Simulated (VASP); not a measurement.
# HfO2 (Fm-3m) in VASP: notebook

The runs below take HfO2 through single point, with PBE+U.

Program: VASP 6.6.1. These are calculated values, not measurements. Logs are shortened: lines on timing, memory, paths and dates and some standing lists are left out, and cuts for length are marked.

### Step 1. The cell of the first run

It takes space group Fm-3m (No. 225, cubic). The conventional cell has a = 5.107 Å, b = 5.107 Å, c = 5.107 Å, α = 90.00°, β = 90.00°, γ = 90.00°. Hf (site symmetry m-3m) has 8 O at 2.21 Å within 2.9 Å. Within 2.9 Å of O (site symmetry -43m) lie 4 Hf at 2.21 Å and 6 O at 2.55 Å.

### Step 2. Single point, PBE+U

Input file INCAR:

```
SYSTEM = HfO2
ALGO = Normal ; EDIFF = 1E-6
ENCUT = 520 ; GGA = PE
ISIF = 2 ; ISMEAR = -1
LASPH = .True. ; LCHARG = .True.
LDAU = .True. ; LDAUJ = 0 0
LDAUL = 2 -1 ; LDAUPRINT = 1
LDAUTYPE = 2 ; LDAUU = 1 0
LELF = .True. ; LMAXMIX = 4
LREAL = .False. ; LVHAR = .True.
LWAVE = .False. ; NBANDS = 18
NELM = 150 ; PREC = Accurate
SIGMA = 0.05
```

Input file KPOINTS:

```
k-points
0
Gamma
  9 9 9
  0 0 0
```

Input file POSCAR:

```
HfO2
1.0
    0.0000000000      2.5537003402      2.5537003402
    2.5537003402      0.0000000000      2.5537003402
    2.5537003402      2.5537003402      0.0000000000
Hf O
1 2
Direct
    0.0000000000      0.0000000000      0.0000000000
    0.7500000000      0.7500000000      0.7500000000
    0.2500000000      0.2500000000      0.2500000000
```

Potentials or basis: VASP PAW PBE potentials, release 64 (Hf_pv, O).

Command:

```console
$ cat potpaw_PBE.64/Hf_pv/POTCAR potpaw_PBE.64/O/POTCAR > POTCAR
$ mpirun -np 1 vasp_std > vasp.out
```

OUTCAR:

```text
SYSTEM = HfO2
   EDIFF = 1E-6
   ENCUT = 520
   GGA = PE
   ISIF = 2
   ISMEAR = -1
   LASPH = .True.
   LREAL = .False.
   NELM = 150
   PREC = Accurate

 ion  position               nearest neighbor table
   1  0.000  0.000  0.000-   2 2.21   2 2.21   2 2.21   2 2.21   3 2.21   3 2.21   3 2.21   3 2.21

   2  0.750  0.750  0.750-   1 2.21   1 2.21   1 2.21   1 2.21
   3  0.250  0.250  0.250-   1 2.21   1 2.21   1 2.21   1 2.21

  LATTYP: Found a face centered cubic cell.
 ALAT       =     5.1074006804

  Lattice vectors:

 A1 = (   0.0000000000,   2.5537003402,   2.5537003402)
 A2 = (   2.5537003402,   0.0000000000,   2.5537003402)
 A3 = (   2.5537003402,   2.5537003402,   0.0000000000)

Analysis of symmetry for initial positions (statically):
=====================================================================
 Subroutine PRICEL returns:
 Original cell was already a primitive cell.

 Routine SETGRP: Setting up the symmetry group for a
 face centered cubic supercell.

 Subroutine GETGRP returns: Found 48 space group operations
 (whereof 48 operations were pure point group operations)
 out of a pool of 48 trial point group operations.

The static configuration has the point symmetry O_h .

Analysis of symmetry for dynamics (positions and initial velocities):
=====================================================================
 Subroutine PRICEL returns:
 Original cell was already a primitive cell.

 Routine SETGRP: Setting up the symmetry group for a
 face centered cubic supercell.

 Subroutine GETGRP returns: Found 48 space group operations
 (whereof 48 operations were pure point group operations)
 out of a pool of 48 trial point group operations.

The dynamic configuration has the point symmetry O_h .

 Subroutine INISYM returns: Found 48 space group operations
 (whereof 48 operations are pure point group operations),
 and found     1 'primitive' translations

----------------------------------------------------------------------------------------

                                     Primitive cell

  volume of cell :      33.3073

  direct lattice vectors                    reciprocal lattice vectors
     0.000000000  2.553700340  2.553700340    -0.195794312  0.195794312  0.195794312
     2.553700340  0.000000000  2.553700340     0.195794312 -0.195794312  0.195794312
     2.553700340  2.553700340  0.000000000     0.195794312  0.195794312 -0.195794312

  length of vectors
     3.611477655  3.611477655  3.611477655     0.339125695  0.339125695  0.339125695

  position of ions in fractional coordinates (direct lattice)
     0.000000000  0.000000000  0.000000000
     0.750000000  0.750000000  0.750000000
     0.250000000  0.250000000  0.250000000

  ion indices of the primitive-cell ions
   primitive index   ion index
                 1           1
                 2           2
                 3           3

----------------------------------------------------------------------------------------

 KPOINTS: k-points

Automatic generation of k-mesh.
 Grid dimensions read from file:
 generate k-points for:    9    9    9

 Generating k-lattice:

  Cartesian coordinates                     Fractional coordinates (reciprocal lattice)
    -0.021754924  0.021754924  0.021754924     0.111111111  0.000000000  0.000000000
     0.021754924 -0.021754924  0.021754924     0.000000000  0.111111111  0.000000000
     0.021754924  0.021754924 -0.021754924     0.000000000  0.000000000  0.111111111

  Length of vectors
     0.037680633  0.037680633  0.037680633

  Shift w.r.t. Gamma in fractional coordinates (k-lattice)
     0.000000000  0.000000000  0.000000000

 Subroutine IBZKPT returns following result:
 ===========================================

 Found     35 irreducible k-points:

 Following reciprocal coordinates:
            Coordinates               Weight
  0.000000  0.000000  0.000000      1.000000
  0.111111  0.000000  0.000000      8.000000
  0.222222  0.000000  0.000000      8.000000
  0.333333  0.000000  0.000000      8.000000
  0.444444  0.000000  0.000000      8.000000
  0.111111  0.111111  0.000000      6.000000
[... 16 lines left out ...]
 -0.333333  0.333333  0.000000     12.000000
  0.444444  0.444444  0.000000      6.000000
 [... further k-points ...]
   k-points           NKPTS =     35   k-points in BZ     NKDIM =     35   number of bands    NBANDS=     18
   number of dos      NEDOS =    301   number of ions     NIONS =      3
   total plane-waves  NPLWV =  21952
   dimension x,y,z NGX =    28 NGY =   28 NGZ =   28
   dimension x,y,z NGXF=    56 NGYF=   56 NGZF=   56
   ions per type =               1   2
   NGX,Y,Z   is equivalent  to a cutoff of  12.89, 12.89, 12.89 a.u.
   NGXF,Y,Z  is equivalent  to a cutoff of  25.78, 25.78, 25.78 a.u.
 SYSTEM =  HfO2
   PREC   = accura    normal or accurate (medium, high low for compatibility)
   ISTART =      0    job   : 0-new  1-cont  2-samecut
   ICHARG =      2    charge: 1-file 2-atom 10-const
   ISPIN  =      1    spin polarized calculation?
   LNONCOLLINEAR =      F non collinear calculations
   LSORBIT =      F    spin-orbit coupling
   LASPH  =      T    aspherical Exc in radial PAW
   ENCUT  =  520.0 eV  38.22 Ry    6.18 a.u.   6.71  6.71  6.71*2*pi/ulx,y,z
   NELM   =    150;   NELMIN=  2; NELMDL= -5     # of ELM steps
   EDIFF  = 0.1E-05   stopping-criterion for ELM
   LREAL  =      F    real-space projection
[... 7 lines left out ...]
   TEBEG  =    0.0;   TEEND  =   0.0 temperature during run
   PSTRESS=    0.0 pullay stress
   NELECT =      22.0000    total number of electrons
   NUPDOWN=      -1.0000    fix difference up-down
   EMIN   =  10.00;   EMAX   =-10.00  energy-range for DOS
   EFERMI =   0.00;   METHOD = LEGACY
   ISMEAR =    -1;   SIGMA  =   0.05  broadening in eV -4-tet -1-fermi 0-gaus
   EFERMI_NEDOS =   21; number of points for ismear=-14 and -15
   IALGO  =     38    algorithm
   IMIX   =      4    mixing-type and parameters
     AMIX     =   0.40;   BMIX     =  1.00
     AMIX_MAG =   1.60;   BMIX_MAG =  1.00
  volume/ion in A,a.u.               =      11.10        74.92
  Fermi-wavevector in a.u.,A,eV,Ry     =   1.425725  2.694230 27.656454  2.032692
  Thomas-Fermi vector in A             =   2.546079
   LORBIT       =      0    0 simple, 1 ext, 2 COOP (PROOUT), +10 PAW based schemes
 LDA+U is selected, type is set to LDAUTYPE =  2
   angular momentum for each species LDAUL =     2   -1
   U (eV)           for each species LDAUU =   1.0  0.0
   J (eV)           for each species LDAUJ =   0.0  0.0
   GGA     = PE    functional components
   LHFCALC =     F    Hartree Fock is set to
   AEXX    =    0.0000 exact exchange contribution
   IVDW    =     0    specifies the selected vdW correction
   LEPSILON=     F    determine dielectric tensor
   LRPA    =     F    only Hartree local field effects (RPA)
 non-spin polarized calculation
  energy-cutoff  :      520.00
  volume of cell :       33.31
 maximum number of plane-waves:       914
   NGX = 13   NGY = 13   NGZ = 13

atom =   1  type =  1  l = 2

 onsite density matrix

spin component  1

  0.1814  0.0000 -0.0000  0.0000 -0.0000
  0.0000  0.1814  0.0000 -0.0000  0.0000
 -0.0000  0.0000  0.0603  0.0000 -0.0000
  0.0000 -0.0000  0.0000  0.1814 -0.0000
 -0.0000  0.0000 -0.0000 -0.0000  0.0603

spin component  2

  0.1814  0.0000 -0.0000  0.0000 -0.0000
  0.0000  0.1814  0.0000 -0.0000  0.0000
 -0.0000  0.0000  0.0603  0.0000 -0.0000
  0.0000 -0.0000  0.0000  0.1814 -0.0000
 -0.0000  0.0000 -0.0000 -0.0000  0.0603

 occupancies and eigenvectors

  o =  0.0603  v =  0.0000 -0.0000  0.9983 -0.0000  0.0574  0.0000  0.0000  0.0000  0.0000  0.0000      0.0000  0.0000  0.0000  0.0000  0.0000  0.0000  0.0000  0.0000  0.0000  0.0000
  o =  0.0603  v =  0.0000  0.0000  0.0000  0.0000  0.0000  0.0000 -0.0000  0.9983 -0.0000  0.0574      0.0000  0.0000  0.0000  0.0000  0.0000  0.0000  0.0000  0.0000  0.0000  0.0000
  o =  0.0603  v =  0.0000 -0.0000 -0.0574 -0.0000  0.9983  0.0000  0.0000  0.0000  0.0000  0.0000      0.0000  0.0000  0.0000  0.0000  0.0000  0.0000  0.0000  0.0000  0.0000  0.0000
  o =  0.0603  v =  0.0000  0.0000  0.0000  0.0000  0.0000  0.0000 -0.0000 -0.0574 -0.0000  0.9983      0.0000  0.0000  0.0000  0.0000  0.0000  0.0000  0.0000  0.0000  0.0000  0.0000
  o =  0.1814  v =  0.0000  0.0000  0.0000  0.0000  0.0000  1.0000  0.0000  0.0000  0.0000  0.0000      0.0000  0.0000  0.0000  0.0000  0.0000  0.0000  0.0000  0.0000  0.0000  0.0000
  o =  0.1814  v =  1.0000  0.0000  0.0000  0.0000  0.0000  0.0000  0.0000  0.0000  0.0000  0.0000      0.0000  0.0000  0.0000  0.0000  0.0000  0.0000  0.0000  0.0000  0.0000  0.0000
  o =  0.1814  v =  0.0000 -0.9999 -0.0000  0.0165 -0.0000  0.0000  0.0000  0.0000  0.0000  0.0000      0.0000  0.0000  0.0000  0.0000  0.0000  0.0000  0.0000  0.0000  0.0000  0.0000
  o =  0.1814  v =  0.0000  0.0000  0.0000  0.0000  0.0000  0.0000 -0.9999 -0.0000  0.0165 -0.0000      0.0000  0.0000  0.0000  0.0000  0.0000  0.0000  0.0000  0.0000  0.0000  0.0000
  o =  0.1814  v =  0.0000  0.0000  0.0000  0.0000  0.0000  0.0000  0.0165  0.0000  0.9999  0.0000      0.0000  0.0000  0.0000  0.0000  0.0000  0.0000  0.0000  0.0000  0.0000  0.0000
  o =  0.1814  v =  0.0000  0.0165  0.0000  0.9999  0.0000  0.0000  0.0000  0.0000  0.0000  0.0000      0.0000  0.0000  0.0000  0.0000  0.0000  0.0000  0.0000  0.0000  0.0000  0.0000

 number of electron      21.9999992 magnetization

 Free energy of the ion-electron system (eV)
  ---------------------------------------------------
  ext. energy  EPLUGINS =         0.00000000
  ---------------------------------------------------
  free energy    TOTEN  =       -29.67313945 eV

  energy without entropy =      -29.67313945  energy(sigma->0) =      -29.67313945

 E-fermi :   5.2438     XC(G=0): -11.7215

 val. band max:        4.1122751557   @ k =  -0.4444   0.4444   0.0000
 cond. band min:       8.0873567771   @ k =   0.4444   0.4444   0.0000
 fundamental gap:      3.9750816213
 Fermi energy:         5.2437553608

 k-point     1 :       0.0000    0.0000    0.0000
  band No.  band energies     occupation
      1     -25.7972      2.00000
      2     -25.7972      2.00000
      3     -25.7972      2.00000
      4     -14.4481      2.00000
      5     -11.5093      2.00000
      6      -0.9983      2.00000
[... 10 lines left out ...]
     17      14.4266      0.00000
     18      17.3207      0.00000
[... 466 lines left out ...]
      2     -25.9040      2.00000
      3     -25.9040      2.00000
      4     -12.6871      2.00000
      5     -12.4778      2.00000
      6      -2.0265      2.00000
[... 10 lines left out ...]
     17      15.9417      0.00000
     18      17.3005      0.00000

 [... further k-points ...]

------------------------ aborting loop because EDIFF is reached ----------------------------------------

  FORCE on cell =-STRESS in cart. coord.  units (eV):
  Direction    XX          YY          ZZ          XY          YZ          ZX
  --------------------------------------------------------------------------------------
  -------------------------------------------------------------------------------------
  Total       -0.4859304     -0.4859304     -0.4859304      0.0000000      0.0000000     -0.0000000
  in kB      -23.3746359    -23.3746359    -23.3746359      0.0000000      0.0000000     -0.0000000
  external PRESSURE =     -23.3746359 kB  Pullay stress =       0.0000000 kB

 VOLUME and BASIS-vectors are now :
 -----------------------------------------------------------------------------
  energy-cutoff  :      520.00
  volume of cell :       33.31
      direct lattice vectors                 reciprocal lattice vectors
     0.000000000  2.553700340  2.553700340    -0.195794312  0.195794312  0.195794312
     2.553700340  0.000000000  2.553700340     0.195794312 -0.195794312  0.195794312
     2.553700340  2.553700340  0.000000000     0.195794312  0.195794312 -0.195794312

 POSITION                                       TOTAL-FORCE (eV/Angst)
 -----------------------------------------------------------------------------------
      0.00000      0.00000      0.00000        -0.000000     -0.000000     -0.000000
      3.83055      3.83055      3.83055        -0.000000     -0.000000     -0.000000
      1.27685      1.27685      1.27685         0.000000      0.000000      0.000000
 -----------------------------------------------------------------------------------
    total drift:                                0.000000      0.000000      0.000000

  FREE ENERGIE OF THE ION-ELECTRON SYSTEM (eV)
  ---------------------------------------------------
  free  energy   TOTEN  =       -29.6731394536 eV

  energy  without entropy=      -29.6731394536  energy(sigma->0) =      -29.67313945
```

It took 33 s on 1 thread of Intel Xeon 8259CL, shared host; peak memory 0.17 GiB.

What came out:

- Free energy: -29.6731 eV
- Pressure: -2.3 GPa
- Band gap on the k mesh: 3.98 eV (least direct gap 4.09 eV)

Eigenvalues of the final occupation matrices:
```tsv
site	spin	trace	eigenvalues
site 1 d	1	0.66	0.06 0.06 0.18 0.18 0.18
site 1 d	2	0.66	0.06 0.06 0.18 0.18 0.18
```

Caveat: spin-orbit coupling is left out, which moves the levels of the heavy elements; an odd mesh through Γ misses points on the zone boundary, where band edges can lie.

### Step 3. Single point, PBE+U

This run uses another cell than the first one, of 11.17 Å³/atom.

Input file INCAR:

```
PREC = Accurate
ENCUT = 520
EDIFF = 1E-7
ISMEAR = -1
SIGMA = 0.05
LREAL = False
LASPH = True
NELM = 150
ALGO = Normal
ISIF = 2
LWAVE = False
LCHARG = False
LMAXMIX = 4
LDAU = True
LDAUTYPE = 2
LDAUL = 2 -1
LDAUU = 2 0
LDAUJ = 0 0
LDAUPRINT = 1
GGA = PE
NBANDS = 18
```

Input file KPOINTS:

```
regular mesh
0
Gamma
  9 9 9
```

Input file POSCAR:

```
HfO2
1.0
    0.0000000000      2.5585272005      2.5585272005
    2.5585272005      0.0000000000      2.5585272005
    2.5585272005      2.5585272005      0.0000000000
Hf O
1 2
Direct
    0.0000000000      0.0000000000      0.0000000000
    0.7500000000      0.7500000000      0.7500000000
    0.2500000000      0.2500000000      0.2500000000
```

Potentials or basis: VASP PAW PBE potentials, release 64 (Hf_pv, O).

Command:

```console
$ cat potpaw_PBE.64/Hf_pv/POTCAR potpaw_PBE.64/O/POTCAR > POTCAR
$ mpirun -np 1 vasp_std > vasp.out
```

It took 40 s on 1 thread of Intel Xeon 8259CL, shared host; peak memory 0.17 GiB.

The run converged. Its results:

```
Free energy            : -29.1208 eV
Pressure               : -1.1 GPa
Band gap on the k mesh : 4.09 eV (least direct gap 4.20 eV)
```

Levels at points of the mesh, in eV from the valence-band top:
| k point | band 7 | band 8 | band 9 | band 10 | band 11 | band 12 | band 13 | band 14 | band 15 | band 16 |
| --- | --- | --- | --- | --- | --- | --- | --- | --- | --- | --- |
| (0.00, 0.00, 0.00) | -5.03 | -5.03 | -0.55 | -0.55 | -0.55 | 4.33 | 4.33 | 5.56 | 10.37 | 10.37 |

Eigenvalues of the final occupation matrices:
| site | spin | trace | eigenvalues |
| --- | --- | --- | --- |
| site 1 d | 1 | 0.64 | 0.06 0.06 0.18 0.18 0.18 |
| site 1 d | 2 | 0.64 | 0.06 0.06 0.18 0.18 0.18 |

Caveat: spin-orbit coupling is left out, which moves the levels of the heavy elements; an odd mesh through Γ misses points on the zone boundary, where band edges can lie.

### Step 4. Single point, PBE+U

This run uses another cell than the first one, of 11.24 Å³/atom.

Input file INCAR:

```
ALGO = Normal ; EDIFF = 1E-6
ENCUT = 520 ; GGA = PE
ISIF = 2 ; ISMEAR = -1
LASPH = True ; LCHARG = False
LDAU = True ; LDAUJ = 0 0
LDAUL = 2 -1 ; LDAUPRINT = 1
LDAUTYPE = 2 ; LDAUU = 3 0
LMAXMIX = 4 ; LREAL = False
LWAVE = False ; NBANDS = 18
NELM = 150 ; PREC = Accurate
SIGMA = 0.05
```

Input file KPOINTS:

```
k-points
0
Gamma
  9 9 9
```

Input file POSCAR:

```
HfO2
1.0
    0.0000000000      2.5638629027      2.5638629027
    2.5638629027      0.0000000000      2.5638629027
    2.5638629027      2.5638629027      0.0000000000
Hf O
1 2
Direct
    0.0000000000      0.0000000000      0.0000000000
    0.7500000000      0.7500000000      0.7500000000
    0.2500000000      0.2500000000      0.2500000000
```

Command:

```console
$ cat potpaw_PBE.64/Hf_pv/POTCAR potpaw_PBE.64/O/POTCAR > POTCAR
$ mpirun -np 1 vasp_std > vasp.out
```

Wall time 32 s (1 thread of Intel Xeon 8259CL, shared host); peak memory 0.17 GiB.

It converged, with:

| Property | Result |
| --- | --- |
| Free energy | -28.5863 eV |
| Pressure | 0.1 GPa |
| Band gap on the k mesh | 4.19 eV (least direct gap 4.31 eV) |

Levels at points of the mesh, in eV from the valence-band top:
| k point | band 7 | band 8 | band 9 | band 10 | band 11 | band 12 | band 13 | band 14 | band 15 | band 16 |
| --- | --- | --- | --- | --- | --- | --- | --- | --- | --- | --- |
| (0.00, 0.00, 0.00) | -4.94 | -4.94 | -0.56 | -0.56 | -0.56 | 4.55 | 4.55 | 5.45 | 10.43 | 10.43 |

Eigenvalues of the final occupation matrices:
```csv
site,spin,trace,eigenvalues
site 1 d,1,0.62,0.05 0.05 0.17 0.17 0.17
site 1 d,2,0.62,0.05 0.05 0.17 0.17 0.17
```

Caveat: spin-orbit coupling is left out, which moves the levels of the heavy elements; an odd mesh through Γ misses points on the zone boundary, where band edges can lie.

### Step 5. The runs side by side

```tsv
U	cell	gap on the mesh (eV)	pressure (GPa)
Hf d U = 1.0 eV	a = 3.611 Å, angles 60.0°, 3 atoms	3.98	-2.3
Hf d U = 2.0 eV	a = 3.618 Å, angles 60.0°, 3 atoms	4.09	-1.1
Hf d U = 3.0 eV	a = 3.626 Å, angles 60.0°, 3 atoms	4.19	0.1
```

Alike in all rows: task single point; level PBE+U; potentials or basis VASP PAW PBE potentials, release 64 (Hf_pv, O); no spin polarisation; k mesh 9 × 9 × 9; cutoff (eV) 520; smearing fermi-dirac 0.05 eV.

Caveats: spin-orbit coupling is left out, which moves the levels of the heavy elements; an odd mesh through Γ misses points on the zone boundary, where band edges can lie.

Absolute energies hang on the potentials; compare differences alone.
